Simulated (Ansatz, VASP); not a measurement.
# MgO in VASP and in Ansatz

Contents of INCAR:

```
SYSTEM = MgO
  ALGO = Normal
  EDIFF = 1E-6
  ENCUT = 840
  GGA = CA
  GGA_COMPAT = .FALSE.
  ISIF = 2
  ISMEAR = 0
  LASPH = .TRUE.
  LCHARG = .FALSE.
  LREAL = .FALSE.
  LWAVE = .FALSE.
  NBANDS = 15
  NELM = 120
  PREC = Accurate
  SIGMA = 0.01
```

File KPOINTS:

```
k-points
0
G
  10 10 10
  0 0 0
```

POSCAR

```
MgO
1.0
    2.6233491285      0.0000000000      0.0000000000
    0.0000000000      2.6233491285      0.0000000000
    0.0000000000      0.0000000000      2.6233491285
Mg O
1 1
Direct
    0.0000000000      0.0000000000      0.0000000000
    0.5000000000      0.5000000000      0.5000000000
```

Input for Ansatz:

```yaml
crystal:
  lattice:
    - [2.6233491285, 0.0, 0.0]
    - [0.0, 2.6233491285, 0.0]
    - [0.0, 0.0, 2.6233491285]
  atoms:
    - { symbol: Mg, position: [0.0, 0.0, 0.0] }
    - { symbol: O, position: [0.5, 0.5, 0.5] }
kpoints:
  mp_grid: { grid: [10, 10, 10] }
  band_path:
    path:
      - [0.0, 0.0, 0.0]
      - [0.0, 0.5, 0.0]
      - [0.5, 0.5, 0.0]
      - [0.5, 0.5, 0.5]
      - [0.0, 0.5, 0.5]
    npoints: 1
hamiltonian:
  xc: lda
scf:
  occupations: { method: fixed }
  n_extra_bands: 4
output:
  forces: true
  stress: true
  eigenvalues: true
```

Alike in both runs: task single point; functional LDA; k mesh 10 × 10 × 10; no spin polarisation.

|  | VASP | Ansatz |
| --- | --- | --- |
| version | VASP 6.6.1 | Ansatz 0.2.0 |
| potentials or method | VASP PAW LDA potentials, release 64 (Mg_sv, O) | plane waves, PAW |
| plane-wave cutoff (eV) | 840 | 420 |
| occupations | gaussian, width 0.01 eV | fixed |
| valence electrons in the cell | 16 | 16 |

|  | VASP | Ansatz | Ansatz less VASP |
| --- | --- | --- | --- |
| gap on the k mesh at the Fermi level (eV) | 2.59 | 2.57 | -0.016 |
| pressure (GPa) | -4.1 | -4.4 | -0.28 |

LDA's correlation is that of Perdew and Zunger in VASP and of Perdew and Wang (1992) in Ansatz.
